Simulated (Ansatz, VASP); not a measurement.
# AlNi in VASP and in Ansatz

File INCAR:

```
ALGO     = Normal         # electronic algorithm
EDIFF    = 1E-7           # SCF threshold, eV
ENCUT    = 520            # plane-wave cutoff, eV
GGA      = PS             # functional
ISIF     = 2              # what is computed and relaxed
ISMEAR   = -1             # smearing method
ISPIN    = 2              # spin polarisation
LASPH    = True           # aspherical terms in the spheres
LCHARG   = True           # write CHGCAR
LELF     = True           # ELF
LMAXMIX  = 4              # l up to which the mixer works
LORBIT   = 11             # projections on sites
LREAL    = False          # projectors in reciprocal space
LVHAR    = True         
LWAVE    = False          # write WAVECAR
MAGMOM   = 0.8 0          # initial moments
NBANDS   = 18             # bands
NELM     = 150            # most SCF steps
NUPDOWN  = 0.8            # fixed moment
PREC     = Accurate       # precision mode
SIGMA    = 0.05           # smearing width, eV
```

File KPOINTS:

```
k-points
0
Gamma
  8 8 7
```

POSCAR

```
AlNi
1.0
    1.9386940000     -1.9531901500      0.0000000000
    1.9386940000      1.9531901500      0.0000000000
    0.0000000000      0.0000000000      3.0994300413
Ni Al
1 1
Direct
    0.5000000000      0.5000000000      0.5000000000
    0.0000000000      0.0000000000      0.0000000000
```

input.yaml

```yaml
crystal:
  lattice:
    - [1.938694, -1.95319015, 0.0]
    - [1.938694, 1.95319015, 0.0]
    - [0.0, 0.0, 3.0994300413]
  atoms:
    - { symbol: Ni, position: [0.5, 0.5, 0.5], spin: 0.8 }
    - { symbol: Al, position: [0.0, 0.0, 0.0] }
hamiltonian:
  xc: pbesol
  pseudopotentials: { kind: paw }
magnetization:
  spin_polarized: true
  initial_magnetization: 0.8
  spin_locking: { lock_magnetization: hard }
kpoints:
  mp_grid: { grid: [8, 8, 7] }
scf:
  occupations: { method: fermi_dirac, width: 0.05 }
  lower_state_search: "off"
output:
  forces: true
  stress: true
  eigenvalues: true
```

Alike in both runs: task single point; functional PBEsol; k mesh 8 × 8 × 7; occupations fermi-dirac, width 0.05 eV; collinear spin; fixed moment 0.8 μB.

```csv
,VASP,Ansatz
version,VASP 6.6.1,Ansatz 0.2.0
potentials or method,"VASP PAW PBE potentials, release 64 (Ni, Al)",Ansatz PAW
plane-wave cutoff (eV),520,420
valence electrons in the cell,13,21
```

```tsv
	VASP	Ansatz	Ansatz less VASP
pressure (GPa)	2.9	2.8	-0.11
traceless stress, the component that is largest in VASP (GPa)	-3.03	-2.87	+0.156
net moment per atom (μB)	0.40	0.40	0.000
size of the moment on the site where the two differ most (μB)	0.05	0.08	+0.026
```

VASP's potentials were made for PBE, not for PBEsol. Site moments also hang on the region over which each program counts them. VASP's potentials hold 13 valence electrons a cell and Ansatz's 21, so a difference there can come from the potentials and not from the codes.
